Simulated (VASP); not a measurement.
# Re3Hg (Pm-3m) in VASP: further runs

Re3Hg is run at these levels: PBE; tasks: single point, relaxation of cell and atoms.

All numbers are computed with VASP 6.6.1; they aren't measurements. Logs are shortened: lines on timing, memory, paths and dates and some standing lists are left out, and cuts for length are marked.

### Step 1. The cell of the first run

Symmetry: Pm-3m, No. 221, cubic system. Conventional cell: a = 3.985 Å, b = 3.985 Å, c = 3.985 Å, α = 90.00°, β = 90.00°, γ = 90.00°. Within 3.7 Å of Re (site symmetry 4/mmm) lie 8 Re at 2.82 Å and 4 Hg at 2.82 Å. Within 3.7 Å of Hg (site symmetry m-3m) lie 12 Re at 2.82 Å.

### Step 2. Single point, PBE

File INCAR:

```
PREC = Accurate
ENCUT = 520
EDIFF = 1E-7
ISMEAR = 0
SIGMA = 0.1
LREAL = F
LASPH = T
NELM = 60
ALGO = Normal
ISIF = 2
LWAVE = F
LCHARG = F
GGA = PE
NBANDS = 24
```

File KPOINTS:

```
regular mesh
0
Gamma
  4 4 4
```

File POSCAR:

```
Re3Hg
1.0
    3.9849291908      0.0000000000      0.0000000000
    0.0000000000      3.9849291908      0.0000000000
    0.0000000000      0.0000000000      3.9849291908
Re Hg
3 1
Direct
    0.0000000000      0.5000000000      0.5000000000
    0.5000000000      0.0000000000      0.5000000000
    0.5000000000      0.5000000000      0.0000000000
    0.0000000000      0.0000000000      0.0000000000
```

Potentials or basis: VASP PAW PBE potentials, release 64 (Re, Hg).

Launch:

```sh
cat potpaw_PBE.64/Re/POTCAR potpaw_PBE.64/Hg/POTCAR > POTCAR
mpirun -np 1 vasp_std > vasp.out
```

OUTCAR:

```text
PREC = Accurate
   ENCUT = 520
   EDIFF = 1E-7
   ISMEAR = 0
   LREAL = F
   LASPH = T
   NELM = 60
   ISIF = 2
   GGA = PE

 ion  position               nearest neighbor table
   1  0.000  0.500  0.500-   2 2.82   3 2.82   4 2.82   3 2.82   4 2.82   2 2.82   4 2.82   4 2.82
                             2 2.82   3 2.82   3 2.82   2 2.82
   2  0.500  0.000  0.500-   1 2.82   3 2.82   4 2.82   3 2.82   4 2.82   1 2.82   3 2.82   3 2.82
                             1 2.82   4 2.82   4 2.82   1 2.82
   3  0.500  0.500  0.000-   1 2.82   2 2.82   4 2.82   1 2.82   2 2.82   2 2.82   4 2.82   2 2.82
                             1 2.82   4 2.82   1 2.82   4 2.82
   4  0.000  0.000  0.000-   1 2.82   2 2.82   3 2.82   1 2.82   2 2.82   1 2.82   3 2.82   1 2.82
                             2 2.82   3 2.82   2 2.82   3 2.82

  LATTYP: Found a simple cubic cell.
 ALAT       =     3.9849291908

  Lattice vectors:

 A1 = (   3.9849291908,   0.0000000000,   0.0000000000)
 A2 = (   0.0000000000,   3.9849291908,   0.0000000000)
 A3 = (   0.0000000000,   0.0000000000,   3.9849291908)

Analysis of symmetry for initial positions (statically):
=====================================================================
 Subroutine PRICEL returns:
 Original cell was already a primitive cell.

 Routine SETGRP: Setting up the symmetry group for a
 simple cubic supercell.

 Subroutine GETGRP returns: Found 48 space group operations
[... 9 lines left out ...]

 Routine SETGRP: Setting up the symmetry group for a
 simple cubic supercell.

 Subroutine GETGRP returns: Found 48 space group operations
[... 11 lines left out ...]
                                     Primitive cell

  volume of cell :      63.2793

  direct lattice vectors                    reciprocal lattice vectors
     3.984929191  0.000000000  0.000000000     0.250945488  0.000000000  0.000000000
     0.000000000  3.984929191  0.000000000     0.000000000  0.250945488  0.000000000
     0.000000000  0.000000000  3.984929191     0.000000000  0.000000000  0.250945488

  length of vectors
     3.984929191  3.984929191  3.984929191     0.250945488  0.250945488  0.250945488

  position of ions in fractional coordinates (direct lattice)
     0.000000000  0.500000000  0.500000000
     0.500000000  0.000000000  0.500000000
     0.500000000  0.500000000  0.000000000
     0.000000000  0.000000000  0.000000000

  ion indices of the primitive-cell ions
   primitive index   ion index
                 1           1
                 2           2
                 3           3
                 4           4

----------------------------------------------------------------------------------------

 KPOINTS: regular mesh

Automatic generation of k-mesh.
 Grid dimensions read from file:
 generate k-points for:    4    4    4

 Generating k-lattice:

  Cartesian coordinates                     Fractional coordinates (reciprocal lattice)
     0.062736372  0.000000000  0.000000000     0.250000000  0.000000000  0.000000000
     0.000000000  0.062736372  0.000000000     0.000000000  0.250000000  0.000000000
     0.000000000  0.000000000  0.062736372     0.000000000  0.000000000  0.250000000

  Length of vectors
     0.062736372  0.062736372  0.062736372

  Shift w.r.t. Gamma in fractional coordinates (k-lattice)
     0.000000000  0.000000000  0.000000000

 Subroutine IBZKPT returns following result:
 ===========================================

 Found     10 irreducible k-points:

 Following reciprocal coordinates:
            Coordinates               Weight
  0.000000  0.000000  0.000000      1.000000
  0.250000  0.000000  0.000000      6.000000
  0.500000  0.000000  0.000000      3.000000
  0.250000  0.250000  0.000000     12.000000
  0.500000  0.250000  0.000000     12.000000
  0.500000  0.500000  0.000000      3.000000
  0.250000  0.250000  0.250000      8.000000
  0.500000  0.250000  0.250000     12.000000
  0.500000  0.500000  0.250000      6.000000
  0.500000  0.500000  0.500000      1.000000
   k-points           NKPTS =     10   k-points in BZ     NKDIM =     10   number of bands    NBANDS=     24
   number of dos      NEDOS =    301   number of ions     NIONS =      4
   total plane-waves  NPLWV =  27000
   dimension x,y,z NGX =    30 NGY =   30 NGZ =   30
   dimension x,y,z NGXF=    60 NGYF=   60 NGZF=   60
   ions per type =               3   1
   NGX,Y,Z   is equivalent  to a cutoff of  12.52, 12.52, 12.52 a.u.
   NGXF,Y,Z  is equivalent  to a cutoff of  25.03, 25.03, 25.03 a.u.
 SYSTEM =  unknown system
   PREC   = accura    normal or accurate (medium, high low for compatibility)
   ISTART =      0    job   : 0-new  1-cont  2-samecut
   ICHARG =      2    charge: 1-file 2-atom 10-const
   ISPIN  =      1    spin polarized calculation?
   LNONCOLLINEAR =      F non collinear calculations
   LSORBIT =      F    spin-orbit coupling
   LASPH  =      T    aspherical Exc in radial PAW
   ENCUT  =  520.0 eV  38.22 Ry    6.18 a.u.   7.41  7.41  7.41*2*pi/ulx,y,z
   NELM   =     60;   NELMIN=  2; NELMDL= -5     # of ELM steps
   EDIFF  = 0.1E-06   stopping-criterion for ELM
   LREAL  =      F    real-space projection
   EDIFFG = 0.1E-05   stopping-criterion for IOM
   NSW    =      0    number of steps for IOM
   IBRION =     -1    ionic relax: 0-MD 1-quasi-New 2-CG
   NFREE  =      0    steps in history (QN), initial steepest desc. (CG)
   ISIF   =      2    stress and relaxation
   ISYM   =      2    0-nonsym 1-usesym 2-fastsym
   POTIM  = 0.5000    time-step for ionic-motion
   TEBEG  =    0.0;   TEEND  =   0.0 temperature during run
   PSTRESS=    0.0 pullay stress
   NELECT =      33.0000    total number of electrons
   NUPDOWN=      -1.0000    fix difference up-down
   EMIN   =  10.00;   EMAX   =-10.00  energy-range for DOS
   EFERMI =   0.00;   METHOD = LEGACY
   ISMEAR =     0;   SIGMA  =   0.10  broadening in eV -4-tet -1-fermi 0-gaus
   EFERMI_NEDOS =   21; number of points for ismear=-14 and -15
   IALGO  =     38    algorithm
   IMIX   =      4    mixing-type and parameters
     AMIX     =   0.40;   BMIX     =  1.00
     AMIX_MAG =   1.60;   BMIX_MAG =  1.00
  volume/ion in A,a.u.               =      15.82       106.76
  Fermi-wavevector in a.u.,A,eV,Ry     =   1.317727  2.490143 23.625227  1.736405
  Thomas-Fermi vector in A             =   2.447748
   LORBIT       =      0    0 simple, 1 ext, 2 COOP (PROOUT), +10 PAW based schemes
   GGA     = PE    functional components
   LHFCALC =     F    Hartree Fock is set to
   AEXX    =    0.0000 exact exchange contribution
   IVDW    =     0    specifies the selected vdW correction
   LEPSILON=     F    determine dielectric tensor
   LRPA    =     F    only Hartree local field effects (RPA)
 non-spin polarized calculation
 Gauss-broadening in eV      SIGMA  =   0.10
  energy-cutoff  :      520.00
  volume of cell :       63.28
 maximum number of plane-waves:      1743
 NGX is ok and might be reduce to    30
   NGX = 15   NGY = 15   NGZ = 15

 number of electron      33.0000001 magnetization

 Free energy of the ion-electron system (eV)
  ---------------------------------------------------
  ext. energy  EPLUGINS =         0.00000000
  ---------------------------------------------------
  free energy    TOTEN  =       -34.17866099 eV

  energy without entropy =      -34.15970045  energy(sigma->0) =      -34.16918072

 E-fermi :   7.7521     XC(G=0): -13.3000

 val. band max:        7.7165436667   @ k =   0.2500   0.2500   0.0000
 cond. band min:       7.7723501074   @ k =   0.2500   0.0000   0.0000
 fundamental gap:      0.0558064407
 Fermi energy:         7.7520771673

 k-point     1 :       0.0000    0.0000    0.0000
  band No.  band energies     occupation
      1      -3.5761      2.00000
      2      -2.0552      2.00000
      3      -2.0552      2.00000
      4      -1.6605      2.00000
      5      -1.6605      2.00000
      6      -1.6605      2.00000
[... 16 lines left out ...]
     23      11.2229      0.00000
     24      11.2229      0.00000

 k-point     2 :       0.2500    0.0000    0.0000
  band No.  band energies     occupation
      1      -2.7847      2.00000
      2      -1.7946      2.00000
      3      -1.6919      2.00000
      4      -1.5646      2.00000
      5      -1.4147      2.00000
      6      -1.4147      2.00000
[... 16 lines left out ...]
     23      12.5199      0.00000
     24      12.5199      0.00000

 k-point     3 :       0.5000    0.0000    0.0000
  band No.  band energies     occupation
      1      -1.8184      2.00000
      2      -1.5190      2.00000
      3      -1.4623      2.00000
      4      -1.1222      2.00000
      5      -1.1222      2.00000
      6      -0.0795      2.00000
[... 16 lines left out ...]
     23      12.6226      0.00000
     24      15.4018      0.00000

 k-point     4 :       0.2500    0.2500    0.0000
  band No.  band energies     occupation
      1      -2.1360      2.00000
      2      -1.6462      2.00000
      3      -1.4238      2.00000
      4      -1.3940      2.00000
      5      -1.3303      2.00000
      6      -1.1462      2.00000
[... 16 lines left out ...]
     23      11.8611      0.00000
     24      12.7887      0.00000

 k-point     5 :       0.5000    0.2500    0.0000
  band No.  band energies     occupation
      1      -1.4591      2.00000
      2      -1.4034      2.00000
      3      -1.3088      2.00000
      4      -1.2201      2.00000
      5      -1.1298      2.00000
      6      -0.0575      2.00000
[... 16 lines left out ...]
     23      11.8344      0.00000
     24      12.4996      0.00000

 k-point     6 :       0.5000    0.5000    0.0000
  band No.  band energies     occupation
      1      -1.6700      2.00000
      2      -1.1980      2.00000
      3      -1.1365      2.00000
      4      -1.1365      2.00000
      5      -0.6648      2.00000
      6       0.2807      2.00000
[... 16 lines left out ...]
     23      12.0162      0.00000
     24      12.0162      0.00000

 k-point     7 :       0.2500    0.2500    0.2500
  band No.  band energies     occupation
      1      -1.9348      2.00000
      2      -1.5823      2.00000
      3      -1.5823      2.00000
      4      -1.1360      2.00000
      5      -1.1360      2.00000
      6      -0.6617      2.00000
[... 16 lines left out ...]
     23      11.8767      0.00000
     24      11.8767      0.00000

 k-point     8 :       0.5000    0.2500    0.2500
  band No.  band energies     occupation
      1      -1.6373      2.00000
      2      -1.5770      2.00000
      3      -1.5184      2.00000
      4      -1.1438      2.00000
      5      -0.8919      2.00000
      6      -0.1648      2.00000
[... 16 lines left out ...]
     23      12.3651      0.00000
     24      12.3838      0.00000

 k-point     9 :       0.5000    0.5000    0.2500
  band No.  band energies     occupation
      1      -1.8308      2.00000
      2      -1.6334      2.00000
      3      -1.6334      2.00000
      4      -1.0342      2.00000
      5      -0.7646      2.00000
      6      -0.4182      2.00000
[... 16 lines left out ...]
     23      11.3387      0.00000
     24      11.3387      0.00000

 k-point    10 :       0.5000    0.5000    0.5000
  band No.  band energies     occupation
      1      -1.9862      2.00000
      2      -1.9862      2.00000
      3      -1.9862      2.00000
      4      -0.8890      2.00000
      5      -0.8603      2.00000
      6      -0.8603      2.00000
[... 16 lines left out ...]
     23      10.5333      0.00000
     24      10.5333      0.00000

------------------------ aborting loop because EDIFF is reached ----------------------------------------

  FORCE on cell =-STRESS in cart. coord.  units (eV):
  Direction    XX          YY          ZZ          XY          YZ          ZX
  --------------------------------------------------------------------------------------
  -------------------------------------------------------------------------------------
  Total        0.4242724      0.4242724      0.4242724      0.0000000      0.0000000      0.0000000
  in kB       10.7422076     10.7422076     10.7422076      0.0000000      0.0000000      0.0000000
  external PRESSURE =      10.7422076 kB  Pullay stress =       0.0000000 kB

 VOLUME and BASIS-vectors are now :
 -----------------------------------------------------------------------------
  energy-cutoff  :      520.00
  volume of cell :       63.28
      direct lattice vectors                 reciprocal lattice vectors
     3.984929191  0.000000000  0.000000000     0.250945488  0.000000000  0.000000000
     0.000000000  3.984929191  0.000000000     0.000000000  0.250945488  0.000000000
     0.000000000  0.000000000  3.984929191     0.000000000  0.000000000  0.250945488

 POSITION                                       TOTAL-FORCE (eV/Angst)
 -----------------------------------------------------------------------------------
      0.00000      1.99246      1.99246         0.000000      0.000000      0.000000
      1.99246      0.00000      1.99246         0.000000      0.000000      0.000000
      1.99246      1.99246      0.00000         0.000000      0.000000      0.000000
      0.00000      0.00000      0.00000         0.000000      0.000000      0.000000
 -----------------------------------------------------------------------------------
    total drift:                                0.000000      0.000000     -0.000000

  FREE ENERGIE OF THE ION-ELECTRON SYSTEM (eV)
  ---------------------------------------------------
  free  energy   TOTEN  =       -34.1786609887 eV

  energy  without entropy=      -34.1597004493  energy(sigma->0) =      -34.16918072
```

Wall time 15 s (1 thread of Intel Xeon Platinum 8488C (Sapphire Rapids), shared host); peak memory 0.17 GiB.

What came out:

- Free energy: -34.1787 eV
- Pressure: 1.1 GPa

Caveat: the k points lie up to 0.39 Å⁻¹ apart; spin-orbit coupling is left out, which moves the levels of the heavy elements.

### Step 3. Relaxation of cell and atoms, PBE

This run uses another cell than the first one, of 16.65 Å³/atom, 1.052 times its volume.

File INCAR:

```
SYSTEM = Re3Hg
  PREC = Accurate
  ENCUT = 600
  EDIFF = 1E-6
  ISMEAR = 0
  SIGMA = 0.1
  LREAL = .False.
  LASPH = .True.
  NELM = 80
  ALGO = Normal
  ISIF = 3
  LWAVE = .False.
  LCHARG = .False.
  GGA = PE
  IBRION = 2
  NSW = 90
  EDIFFG = -0.04
```

File KPOINTS:

```
regular mesh
0
Gamma
  4 4 4
  0 0 0
```

File POSCAR:

```
Re3Hg
1.0
    4.0534715280      0.0000000000      0.0000000000
    0.0000000000      4.0534715280      0.0000000000
    0.0000000000      0.0000000000      4.0534715280
Re Hg
3 1
Direct
    0.0000000000      0.5000000000      0.5000000000
    0.5000000000      0.0000000000      0.5000000000
    0.5000000000      0.5000000000      0.0000000000
    0.0000000000      0.0000000000      0.0000000000
```

Potentials or basis: VASP PAW PBE potentials, release 64 (Re, Hg).

Launch:

```sh
cat potpaw_PBE.64/Re/POTCAR potpaw_PBE.64/Hg/POTCAR > POTCAR
mpirun -np 1 vasp_std > vasp.out
```

OUTCAR:

```text
SYSTEM = Re3Hg
   PREC = Accurate
   ENCUT = 600
   EDIFF = 1E-6
   ISMEAR = 0
   LREAL = .False.
   LASPH = .True.
   NELM = 80
   ISIF = 3
   GGA = PE
   IBRION = 2
   NSW = 90
   EDIFFG = -0.04

 ion  position               nearest neighbor table
   1  0.000  0.500  0.500-   2 2.87   3 2.87   4 2.87   3 2.87   4 2.87   2 2.87   4 2.87   4 2.87
                             2 2.87   3 2.87   3 2.87   2 2.87
   2  0.500  0.000  0.500-   1 2.87   3 2.87   4 2.87   3 2.87   4 2.87   1 2.87   3 2.87   3 2.87
                             1 2.87   4 2.87   4 2.87   1 2.87
   3  0.500  0.500  0.000-   1 2.87   2 2.87   4 2.87   1 2.87   2 2.87   2 2.87   4 2.87   2 2.87
                             1 2.87   4 2.87   1 2.87   4 2.87
   4  0.000  0.000  0.000-   1 2.87   2 2.87   3 2.87   1 2.87   2 2.87   1 2.87   3 2.87   1 2.87
                             2 2.87   3 2.87   2 2.87   3 2.87

  LATTYP: Found a simple cubic cell.
 ALAT       =     4.0534715280

  Lattice vectors:

 A1 = (   4.0534715280,   0.0000000000,   0.0000000000)
 A2 = (   0.0000000000,   4.0534715280,   0.0000000000)
 A3 = (   0.0000000000,   0.0000000000,   4.0534715280)

Analysis of symmetry for initial positions (statically):
=====================================================================
 Subroutine PRICEL returns:
[... 152 lines left out ...]

 number of electron      33.0000002 magnetization

 Free energy of the ion-electron system (eV)
  ---------------------------------------------------
  ext. energy  EPLUGINS =         0.00000000
  ---------------------------------------------------
  free energy    TOTEN  =       -34.06538224 eV

  energy without entropy =      -34.04361675  energy(sigma->0) =      -34.05449950

------------------------ aborting loop because EDIFF is reached ----------------------------------------

  FORCE on cell =-STRESS in cart. coord.  units (eV):
  Direction    XX          YY          ZZ          XY          YZ          ZX
  --------------------------------------------------------------------------------------
  -------------------------------------------------------------------------------------
  Total       -4.8967821     -4.8967821     -4.8967821      0.0000000      0.0000000     -0.0000000
  in kB     -117.7985608   -117.7985608   -117.7985608      0.0000000      0.0000000     -0.0000000
  external PRESSURE =    -117.7985608 kB  Pullay stress =       0.0000000 kB
[... 101 lines left out ...]
--------------------------------------- Ionic step        4  -------------------------------------------

 number of electron      32.9999999 magnetization

 Free energy of the ion-electron system (eV)
  ---------------------------------------------------
  ext. energy  EPLUGINS =         0.00000000
  ---------------------------------------------------
  free energy    TOTEN  =       -34.18329353 eV

  energy without entropy =      -34.16398813  energy(sigma->0) =      -34.17364083

 E-fermi :   7.6898     XC(G=0): -13.2734

 val. band max:        7.6567988829   @ k =   0.2500   0.2500   0.0000
 cond. band min:       7.7073269867   @ k =   0.2500   0.0000   0.0000
 fundamental gap:      0.0505281039
 Fermi energy:         7.6898022387

 k-point     1 :       0.0000    0.0000    0.0000
  band No.  band energies     occupation
      1      -3.5913      2.00000
      2      -2.0722      2.00000
      3      -2.0722      2.00000
      4      -1.6814      2.00000
      5      -1.6814      2.00000
      6      -1.6814      2.00000
[... 250 lines left out ...]
  FREE ENERGIE OF THE ION-ELECTRON SYSTEM (eV)
  ---------------------------------------------------
  free  energy   TOTEN  =       -34.1832935314 eV

  energy  without entropy=      -34.1639881324  energy(sigma->0) =      -34.17364083

 reached required accuracy - stopping structural energy minimisation
```

CONTCAR:

```text
Re3Hg
   1.00000000000000
     3.9912154991677125   -0.0000000000000000   -0.0000000000000000
     0.0000000000000000    3.9912154991677125    0.0000000000000000
    -0.0000000000000000    0.0000000000000000    3.9912154991677125
  Re              Hg
     3     1
Direct
     0.0000000000000000    0.5000000000000000    0.5000000000000000
     0.5000000000000000    0.0000000000000000    0.5000000000000000
     0.5000000000000000    0.5000000000000000    0.0000000000000000
     0.0000000000000000    0.0000000000000000    0.0000000000000000

  0.00000000E+00  0.00000000E+00  0.00000000E+00
  0.00000000E+00  0.00000000E+00  0.00000000E+00
  0.00000000E+00  0.00000000E+00  0.00000000E+00
  0.00000000E+00  0.00000000E+00  0.00000000E+00
```

Run time: 42 s. Hardware: 1 thread of Intel Xeon Platinum 8488C (Sapphire Rapids), shared host; peak memory 0.2 GiB.

What came out:

```
Free energy                            : -34.1833 eV
Relaxed volume                         : 15.89 Å³/atom
Relaxed cell                           : a = 3.991 Å, b = 3.991 Å, c = 3.991 Å, α = 90.00°, β = 90.00°, γ = 90.00°
Space group after relaxing (to 0.05 Å) : Pm-3m (No. 221)
Energy gained by relaxing              : 29.5 meV/atom
Ionic steps                            : 4
Pressure after relaxing                : -0.1 GPa
```

Step by step:
| step | energy change (eV) | largest force (eV/Å) | pressure (GPa) | volume (Å³) |
| --- | --- | --- | --- | --- |
| 1 | 0.0000 | 0.0000 | -11.78 | 66.60 |
| 2 | 1.0508 | 0.0000 | 53.04 | 55.48 |
| 3 | -0.1176 | 0.0000 | -0.67 | 63.70 |
| 4 | -0.1179 | 0.0000 | -0.13 | 63.58 |

Final structure:
```
Re Hg
1.0
     3.99122    0.00000    0.00000
     0.00000    3.99122    0.00000
     0.00000    0.00000    3.99122
Re Hg
3 1
Cartesian
  0.0000 1.9956 1.9956
  1.9956 0.0000 1.9956
  1.9956 1.9956 0.0000
  0.0000 0.0000 0.0000
```

Caveat: the k points lie up to 0.39 Å⁻¹ apart in the final cell; the bands computed are all filled at some k points, so no gap is given; spin-orbit coupling is left out, which moves the levels of the heavy elements.
